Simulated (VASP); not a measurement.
# Li (Im-3m) in VASP: a series of runs

The runs below take Li through single point, with PBEsol.

Everything below comes from runs of VASP 6.6.1. Logs are shortened: lines on timing, memory, paths and dates and some standing lists are left out, and cuts for length are marked.

## Step 1: The cell of the first run

The structure is cubic, space group Im-3m (No. 229). The conventional cell has a = 3.339 Å, b = 3.339 Å, c = 3.339 Å, α = 90.00°, β = 90.00°, γ = 90.00°. Within 3.8 Å of Li (site symmetry m-3m) lie 14 Li at 2.89 to 3.34 Å.

## Step 2: Single point, PBEsol (18.62 Å³/atom)

INCAR reads:

```
ALGO = Normal ; EDIFF = 1E-7
ENCUT = 520 ; GGA = PS
ISIF = 2 ; ISMEAR = 0
LASPH = T ; LCHARG = F
LREAL = F ; LWAVE = F
NBANDS = 8 ; NELM = 60
PREC = Accurate ; SIGMA = 0.05
```

KPOINTS reads:

```
k-points
0
Gamma
  18 18 18
```

POSCAR reads:

```
Li
1.0
   -1.6695952080      1.6695952080      1.6695952080
    1.6695952080     -1.6695952080      1.6695952080
    1.6695952080      1.6695952080     -1.6695952080
Li
1
Direct
    0.0000000000      0.0000000000      0.0000000000
```

Potentials or basis: VASP PAW PBE potentials, release 64 (Li_sv).

Started as:

```
> cat potpaw_PBE.64/Li_sv/POTCAR > POTCAR
> mpirun -np 1 vasp_std > vasp.out
```

OUTCAR:

```text
EDIFF = 1E-7
   ENCUT = 520
   GGA = PS
   ISIF = 2
   ISMEAR = 0
   LASPH = T
   LREAL = F
   NELM = 60
   PREC = Accurate

 ion  position               nearest neighbor table
   1  0.000  0.000  0.000-

  LATTYP: Found a body centered cubic cell.
 ALAT       =     3.3391904160

  Lattice vectors:

 A1 = (  -1.6695952080,   1.6695952080,   1.6695952080)
 A2 = (   1.6695952080,  -1.6695952080,   1.6695952080)
 A3 = (   1.6695952080,   1.6695952080,  -1.6695952080)

Analysis of symmetry for initial positions (statically):
=====================================================================
 Subroutine PRICEL returns:
 Original cell was already a primitive cell.

 Routine SETGRP: Setting up the symmetry group for a
 body centered cubic supercell.

 Subroutine GETGRP returns: Found 48 space group operations
 (whereof 48 operations were pure point group operations)
 out of a pool of 48 trial point group operations.

The static configuration has the point symmetry O_h .

Analysis of symmetry for dynamics (positions and initial velocities):
=====================================================================
 Subroutine PRICEL returns:
 Original cell was already a primitive cell.

 Routine SETGRP: Setting up the symmetry group for a
 body centered cubic supercell.

 Subroutine GETGRP returns: Found 48 space group operations
 (whereof 48 operations were pure point group operations)
 out of a pool of 48 trial point group operations.

The dynamic configuration has the point symmetry O_h .

 Subroutine INISYM returns: Found 48 space group operations
 (whereof 48 operations are pure point group operations),
 and found     1 'primitive' translations

----------------------------------------------------------------------------------------

                                     Primitive cell

  volume of cell :      18.6163

  direct lattice vectors                    reciprocal lattice vectors
    -1.669595208  1.669595208  1.669595208     0.000000000  0.299473787  0.299473787
     1.669595208 -1.669595208  1.669595208     0.299473787  0.000000000  0.299473787
     1.669595208  1.669595208 -1.669595208     0.299473787  0.299473787  0.000000000

  length of vectors
     2.891823728  2.891823728  2.891823728     0.423519891  0.423519891  0.423519891

  position of ions in fractional coordinates (direct lattice)
     0.000000000  0.000000000  0.000000000

  ion indices of the primitive-cell ions
   primitive index   ion index
                 1           1

----------------------------------------------------------------------------------------

 KPOINTS: k-points

Automatic generation of k-mesh.
 Grid dimensions read from file:
 generate k-points for:   18   18   18

 Generating k-lattice:

  Cartesian coordinates                     Fractional coordinates (reciprocal lattice)
     0.000000000  0.016637433  0.016637433     0.055555556  0.000000000  0.000000000
     0.016637433  0.000000000  0.016637433     0.000000000  0.055555556  0.000000000
     0.016637433  0.016637433  0.000000000     0.000000000  0.000000000  0.055555556

  Length of vectors
     0.023528883  0.023528883  0.023528883

  Shift w.r.t. Gamma in fractional coordinates (k-lattice)
     0.000000000  0.000000000  0.000000000

 Subroutine IBZKPT returns following result:
 ===========================================

 Found    195 irreducible k-points:

 Following reciprocal coordinates:
            Coordinates               Weight
  0.000000  0.000000  0.000000      1.000000
  0.055556  0.000000  0.000000     12.000000
  0.111111  0.000000  0.000000     12.000000
  0.166667  0.000000  0.000000     12.000000
  0.222222  0.000000  0.000000     12.000000
  0.277778  0.000000  0.000000     12.000000
[... 16 lines left out ...]
  0.333333  0.111111 -0.000000     48.000000
  0.388889  0.111111  0.000000     48.000000
 [... further k-points ...]
   k-points           NKPTS =    195   k-points in BZ     NKDIM =    195   number of bands    NBANDS=      8
   number of dos      NEDOS =    301   number of ions     NIONS =      1
   total plane-waves  NPLWV =  13824
   dimension x,y,z NGX =    24 NGY =   24 NGZ =   24
   dimension x,y,z NGXF=    48 NGYF=   48 NGZF=   48
   ions per type =               1
   NGX,Y,Z   is equivalent  to a cutoff of  13.80, 13.80, 13.80 a.u.
   NGXF,Y,Z  is equivalent  to a cutoff of  27.59, 27.59, 27.59 a.u.
 SYSTEM =  unknown system
   PREC   = accura    normal or accurate (medium, high low for compatibility)
   ISTART =      0    job   : 0-new  1-cont  2-samecut
   ICHARG =      2    charge: 1-file 2-atom 10-const
   ISPIN  =      1    spin polarized calculation?
   LNONCOLLINEAR =      F non collinear calculations
   LSORBIT =      F    spin-orbit coupling
   LASPH  =      T    aspherical Exc in radial PAW
   ENCUT  =  520.0 eV  38.22 Ry    6.18 a.u.   5.38  5.38  5.38*2*pi/ulx,y,z
   NELM   =     60;   NELMIN=  2; NELMDL= -5     # of ELM steps
   EDIFF  = 0.1E-06   stopping-criterion for ELM
   LREAL  =      F    real-space projection
   EDIFFG = 0.1E-05   stopping-criterion for IOM
   NSW    =      0    number of steps for IOM
   IBRION =     -1    ionic relax: 0-MD 1-quasi-New 2-CG
   NFREE  =      0    steps in history (QN), initial steepest desc. (CG)
   ISIF   =      2    stress and relaxation
   ISYM   =      2    0-nonsym 1-usesym 2-fastsym
   POTIM  = 0.5000    time-step for ionic-motion
   TEBEG  =    0.0;   TEEND  =   0.0 temperature during run
   PSTRESS=    0.0 pullay stress
   NELECT =       3.0000    total number of electrons
   NUPDOWN=      -1.0000    fix difference up-down
   EMIN   =  10.00;   EMAX   =-10.00  energy-range for DOS
   EFERMI =   0.00;   METHOD = LEGACY
   ISMEAR =     0;   SIGMA  =   0.05  broadening in eV -4-tet -1-fermi 0-gaus
   EFERMI_NEDOS =   21; number of points for ismear=-14 and -15
   IALGO  =     38    algorithm
   IMIX   =      4    mixing-type and parameters
     AMIX     =   0.40;   BMIX     =  1.00
     AMIX_MAG =   1.60;   BMIX_MAG =  1.00
  volume/ion in A,a.u.               =      18.62       125.63
  Fermi-wavevector in a.u.,A,eV,Ry     =   0.890876  1.683512 10.798407  0.793661
  Thomas-Fermi vector in A             =   2.012624
   LORBIT       =      0    0 simple, 1 ext, 2 COOP (PROOUT), +10 PAW based schemes
   GGA     = PS    functional components
   LHFCALC =     F    Hartree Fock is set to
   AEXX    =    0.0000 exact exchange contribution
   IVDW    =     0    specifies the selected vdW correction
   LEPSILON=     F    determine dielectric tensor
   LRPA    =     F    only Hartree local field effects (RPA)
 non-spin polarized calculation
 Gauss-broadening in eV      SIGMA  =   0.05
  energy-cutoff  :      520.00
  volume of cell :       18.62
 maximum number of plane-waves:       531
 NGX is ok and might be reduce to    24
   NGX = 11   NGY = 11   NGZ = 11

 number of electron       3.0000005 magnetization

 Free energy of the ion-electron system (eV)
  ---------------------------------------------------
  ext. energy  EPLUGINS =         0.00000000
  ---------------------------------------------------
  free energy    TOTEN  =        -1.95954758 eV

  energy without entropy =       -1.95885004  energy(sigma->0) =       -1.95919881

 E-fermi :   0.8785     XC(G=0):  -7.2287

 val. band max:        0.8561306223   @ k =   0.2778   0.2222   0.0000
 cond. band min:       0.9039791720   @ k =   0.3333   0.1667   0.0000
 fundamental gap:      0.0478485497
 Fermi energy:         0.8785040767

 k-point     1 :       0.0000    0.0000    0.0000
  band No.  band energies     occupation
      1     -44.8992      2.00000
      2      -2.7912      2.00000
      3      16.4024      0.00000
      4      16.4024      0.00000
      5      16.4024      0.00000
      6      21.3225      0.00000
      7      21.3225      0.00000
      8      21.3225      0.00000

 k-point     2 :       0.0556    0.0000    0.0000
  band No.  band energies     occupation
      1     -44.8981      2.00000
      2      -2.7307      2.00000
      3      15.9781      0.00000
      4      16.0715      0.00000
      5      16.2899      0.00000
      6      20.2652      0.00000
      7      20.4393      0.00000
      8      21.6367      0.00000

 k-point     3 :       0.1111    0.0000    0.0000
  band No.  band energies     occupation
      1     -44.8956      2.00000
      2      -2.5508      2.00000
      3      14.7055      0.00000
      4      15.3344      0.00000
      5      15.9659      0.00000
      6      19.2014      0.00000
      7      19.2609      0.00000
      8      21.1967      0.00000

 k-point     4 :       0.1667    0.0000    0.0000
  band No.  band energies     occupation
      1     -44.8918      2.00000
      2      -2.2505      2.00000
      3      12.9222      0.00000
      4      14.5104      0.00000
      5      15.4890      0.00000
      6      18.2031      0.00000
      7      18.7442      0.00000
      8      21.1460      0.00000

 k-point     5 :       0.2222    0.0000    0.0000
  band No.  band energies     occupation
      1     -44.8871      2.00000
      2      -1.8301      2.00000
      3      11.0285      0.00000
      4      13.7414      0.00000
      5      14.9524      0.00000
      6      17.2994      0.00000
      7      18.6058      0.00000
      8      21.4206      0.00000

 k-point     6 :       0.2778    0.0000    0.0000
  band No.  band energies     occupation
      1     -44.8820      2.00000
      2      -1.2924      2.00000
      3       9.2053      0.00000
      4      13.0825      0.00000
      5      14.4397      0.00000
      6      16.5570      0.00000
      7      18.6412      0.00000
      8      21.9480      0.00000

 k-point     7 :       0.3333    0.0000    0.0000
  band No.  band energies     occupation
      1     -44.8774      2.00000
      2      -0.6481      2.00000
      3       7.5292      0.00000
      4      12.5572      0.00000
      5      14.0046      0.00000
      6      15.9784      0.00000
      7      18.7781      0.00000
      8      22.6687      0.00000

 k-point     8 :       0.3889    0.0000    0.0000
  band No.  band energies     occupation
      1     -44.8736      2.00000
      2       0.0705      2.00000
      3       6.0607      0.00000
      4      12.1767      0.00000
      5      13.6783      0.00000
      6      15.5647      0.00000
      7      18.9539      0.00000
      8      23.5179      0.00000

 k-point     9 :       0.4444    0.0000    0.0000
  band No.  band energies     occupation
      1     -44.8711      2.00000
      2       0.7578      1.99936
      3       4.9194      0.00000
      4      11.9467      0.00000
      5      13.4771      0.00000
      6      15.3163      0.00000
      7      19.1026      0.00000
      8      24.3583      0.00000

 k-point    10 :       0.5000    0.0000    0.0000
  band No.  band energies     occupation
      1     -44.8703      2.00000
      2       1.0940      0.00000
      3       4.4308      0.00000
      4      11.8696      0.00000
      5      13.4092      0.00000
      6      15.2335      0.00000
      7      19.1596      0.00000
      8      24.7829      0.00000
[... 78 lines left out ...]
 k-point    18 :       0.4444    0.0556    0.0000
  band No.  band energies     occupation
      1     -44.8703      2.00000
      2       1.0610      0.00000
      3       4.5684      0.00000
      4      11.6072      0.00000
      5      12.8201      0.00000
      6      16.1634      0.00000
      7      19.2534      0.00000
      8      24.6662      0.00000

 k-point    19 :       0.1111    0.1111    0.0000
  band No.  band energies     occupation
      1     -44.8896      2.00000
      2      -2.0695      2.00000
      3      12.7567      0.00000
      4      13.2272      0.00000
      5      14.7169      0.00000
      6      18.6288      0.00000
      7      18.9767      0.00000
      8      21.3198      0.00000

 k-point    20 :       0.1667    0.1111    0.0000
  band No.  band energies     occupation
      1     -44.8853      2.00000
      2      -1.6477      2.00000
      3      11.0224      0.00000
      4      12.3840      0.00000
      5      14.0773      0.00000
      6      18.5497      0.00000
      7      18.8552      0.00000
      8      21.6379      0.00000

 k-point    21 :       0.2222    0.1111    0.0000
  band No.  band energies     occupation
      1     -44.8806      2.00000
      2      -1.1073      2.00000
      3       9.2379      0.00000
      4      11.7411      0.00000
      5      13.5087      0.00000
      6      18.3720      0.00000
      7      18.8315      0.00000
      8      22.1303      0.00000

 k-point    22 :       0.2778    0.1111    0.0000
  band No.  band energies     occupation
      1     -44.8762      2.00000
      2      -0.4572      2.00000
      3       7.5758      0.00000
      4      11.2371      0.00000
      5      13.0420      0.00000
      6      18.0550      0.00000
      7      19.0375      0.00000
      8      22.7576      0.00000

 k-point    23 :       0.3333    0.1111   -0.0000
  band No.  band energies     occupation
      1     -44.8726      2.00000
      2       0.2733      2.00000
      3       6.1065      0.00000
      4      10.8735      0.00000
      5      12.6978      0.00000
      6      17.7776      0.00000
      7      19.3159      0.00000
      8      23.4688      0.00000

 k-point    24 :       0.3889    0.1111    0.0000
  band No.  band energies     occupation
      1     -44.8703      2.00000
      2       0.9834      0.00300
      3       4.9481      0.00000
      4      10.6539      0.00000
      5      12.4875      0.00000
      6      17.5977      0.00000
      7      19.5585      0.00000
      8      24.2130      0.00000

 [... further k-points ...]

------------------------ aborting loop because EDIFF is reached ----------------------------------------

  FORCE on cell =-STRESS in cart. coord.  units (eV):
  Direction    XX          YY          ZZ          XY          YZ          ZX
  --------------------------------------------------------------------------------------
  -------------------------------------------------------------------------------------
  Total        0.1392001      0.1392001      0.1392001      0.0000000     -0.0000000      0.0000000
  in kB       11.9799964     11.9799964     11.9799964      0.0000000     -0.0000000      0.0000000
  external PRESSURE =      11.9799964 kB  Pullay stress =       0.0000000 kB

 VOLUME and BASIS-vectors are now :
 -----------------------------------------------------------------------------
  energy-cutoff  :      520.00
  volume of cell :       18.62
      direct lattice vectors                 reciprocal lattice vectors
    -1.669595208  1.669595208  1.669595208     0.000000000  0.299473787  0.299473787
     1.669595208 -1.669595208  1.669595208     0.299473787  0.000000000  0.299473787
     1.669595208  1.669595208 -1.669595208     0.299473787  0.299473787  0.000000000

 POSITION                                       TOTAL-FORCE (eV/Angst)
 -----------------------------------------------------------------------------------
      0.00000      0.00000      0.00000        -0.000000     -0.000000     -0.000000
 -----------------------------------------------------------------------------------
    total drift:                               -0.000000      0.000000     -0.000000

  FREE ENERGIE OF THE ION-ELECTRON SYSTEM (eV)
  ---------------------------------------------------
  free  energy   TOTEN  =        -1.9595475776 eV

  energy  without entropy=       -1.9588500367  energy(sigma->0) =       -1.95919881
```

Run time: 25 s. Hardware: 1 thread of Intel Xeon 8259CL, shared host; peak memory 0.14 GiB.

Results:

```yaml
Free_energy: -1.9595 eV
Band_gap_on_the_k_mesh: zero (an odd number of electrons rules out a gap without spin polarisation)
```

Levels at points of the mesh, in eV from the Fermi level:
```csv
k point,band 1,band 2,band 3,band 4,band 5,band 6
"(0.00, 0.00, 0.00)",-45.78,-3.67,15.52,15.52,15.52,20.44
"(0.50, 0.00, 0.00)",-45.75,0.22,3.55,10.99,12.53,14.35
"(0.50, 0.50, 0.50)",-45.73,5.83,5.83,5.83,8.15,8.15
```

Caveat: the cutoff is under 1.25 times the usual one of these potentials, so pressure, stress and relaxed cells hold a basis-set (Pulay) error; the PAW data sets were made with another functional, which shifts forces and pressure a little.

(Part 1 of 2 ends here.)
